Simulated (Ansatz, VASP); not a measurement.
# GaN: VASP beside Ansatz

```
Ga N
1.0
     3.21819    0.00000    0.00000
     0.00000    5.24283    0.00000
     0.00000    0.00000   19.71600
Ga N
4 4
Direct
  0.00000 0.08429 0.42253
  0.50000 0.55931 0.44175
  0.50000 0.05931 0.55825
  0.00000 0.58429 0.57747
  0.00000 0.42912 0.40654
  0.50000 0.92728 0.45079
  0.50000 0.42728 0.54921
  0.00000 0.92912 0.59346
```

Alike in both runs: functional PBE; k mesh 8 × 5 × 1; occupations fermi-dirac, width 0.02 eV; no spin polarisation.

Ansatz relaxed the structure, and its values are those at the end. VASP's run is a single point on that final structure, the one shown.

|  | VASP | Ansatz |
| --- | --- | --- |
| version | VASP 6.6.1 | Ansatz 0.2.0 |
| potentials or method | VASP PAW PBE potentials, release 64 (Ga_d, N) | PAW with Ansatz's default frozen-core files, scalar-relativistic |
| plane-wave cutoff (eV) | 520 | 420 |
| valence electrons in the cell | 72 | 72 |

```csv
,VASP,Ansatz,Ansatz less VASP
gap on the k mesh at the Fermi level (eV),1.79,1.80,+0.004
rms of the force components (eV/Å),0.012,0.000,-0.0116
```

Ansatz's warnings: stress scf threshold loose.
